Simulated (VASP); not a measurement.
## Bi2Se3: single point with PBEsol

The system is Bi2Se3.

```
CELL_PARAMETERS angstrom
2.07150 1.19598 9.92714
-2.07150 1.19598 9.92714
0.00000 -2.39196 9.92714
ATOMIC_POSITIONS crystal
Bi 0.40080 0.40080 0.40080
Bi 0.59920 0.59920 0.59920
Se 0.00000 0.00000 0.00000
Se 0.21170 0.21170 0.21170
Se 0.78830 0.78830 0.78830
```

This cell differs from its parent crystal: strain +0.000 along x and y, +0.040 along z.

```json
{"Program": "VASP 6.6.1", "Task": "single point", "Functional": "PBEsol", "Potentials or basis": "VASP PAW PBE potentials, release 64 (Bi_d, Se)", "Cutoff": "520 eV", "k mesh": "12 × 12 × 12", "Occupations": "gaussian, width 0.03 eV", "Spin": "no spin polarisation", "Dipole correction": "no", "Further INCAR settings": "ALGO = Normal; EDIFF = 1e-06; NBANDS = 32"}
```

```
Pressure               : -2.5 GPa
Largest force          : 0.327 eV/Å
Band gap on the k mesh : 0.29 eV
```

Forces on the atoms (eV/Å):
```
Bi   0.000  0.000 -0.070
Bi   0.000  0.000  0.070
Se   0.000  0.000  0.000
Se   0.000  0.000  0.327
Se   0.000  0.000 -0.327
```

Stress tensor (GPa, compression positive):
```
-2.00  0.00  0.00
 0.00 -2.00  0.00
 0.00  0.00 -3.53
```

Levels at points of the mesh, in eV from the valence-band top:
```csv
k point,band 20,band 21,band 22,band 23,band 24,band 25,band 26,band 27,band 28,band 29
"(0.00, 0.00, 0.00)",-1.64,-1.64,-1.01,-1.01,0.00,0.29,1.50,1.50,2.16,2.62
"(0.50, 0.00, 0.00)",-2.93,-2.80,-2.14,-1.13,-0.62,0.78,1.87,2.78,2.82,3.86
"(0.50, 0.50, 0.00)",-2.42,-1.94,-1.79,-1.46,-1.17,1.15,1.82,2.44,2.80,3.31
"(0.50, 0.50, 0.50)",-1.45,-1.45,-1.13,-1.13,-0.53,0.72,1.75,1.75,2.07,2.35
```

Wall time 92 min on 1 thread of Oxide Virtual Turin-like Processor (shared host), peak memory 1.4 GiB.

Caveat: the cell differs from its parent crystal (strain +0.000 along x and y, +0.040 along z); the PAW data sets were made with another functional, which shifts forces and pressure a little; spin-orbit coupling is left out, which moves the levels of the heavy elements. A k mesh can miss the band edges.
